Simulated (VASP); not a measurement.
Set up this calculation in VASP 6.6.1, as the native input.

```
Task                   : single point
Functional             : LDA
Potentials or basis    : VASP PAW LDA potentials, release 64 (Os_sv_GW)
Cutoff                 : 560 eV
k mesh                 : 13 × 13 × 8
Occupations            : methfessel-paxton, width 0.3 eV
Spin                   : no spin polarisation
Dipole correction      : no
Further INCAR settings : ALGO = Normal; EDIFF = 1e-06; NBANDS = 23
```

The structure of Os lies in POSCAR:

```
Os
1.0
    2.7175247593      0.0000000000      0.0000000000
   -1.3587623796      2.3534454770      0.0000000000
    0.0000000000      0.0000000000      4.2844606214
Os
2
Direct
    0.3333333333      0.6666666667      0.2500000000
    0.6666666667      0.3333333333      0.7500000000
```

These files were run (other wordings do the same):

INCAR

```
  ALGO = Normal
  EDIFF = 1E-6
  ENCUT = 560
  GGA = CA
  GGA_COMPAT = F
  ISIF = 2
  ISMEAR = 1
  LASPH = T
  LCHARG = T
  LELF = T
  LREAL = F
  LVHAR = T
  LWAVE = F
  NBANDS = 23
  NELM = 120
  PREC = Accurate
  SIGMA = 0.3
```

KPOINTS

```
k-points
0
Gamma
  13 13 8
```

Potentials or basis: VASP PAW LDA potentials, release 64 (Os_sv_GW).

Run with:

```sh
$ cat potpaw_LDA.64/Os_sv_GW/POTCAR > POTCAR
$ mpirun -np 1 vasp_std > vasp.out
```

Results of the run:

```yaml
Pressure: 0.4 GPa
Band_gap_on_the_k_mesh: zero (bands 16 and 17 overlap by 3.96 eV)
```

Caveat: so wide a smearing shifts energies and pressures; spin-orbit coupling is left out, which moves the levels of the heavy elements.

Wall time 33 s on 1 thread of Intel(R) Xeon(R) Platinum 8488C (Sapphire Rapids), with other jobs on the host, peak memory 0.19 GiB.
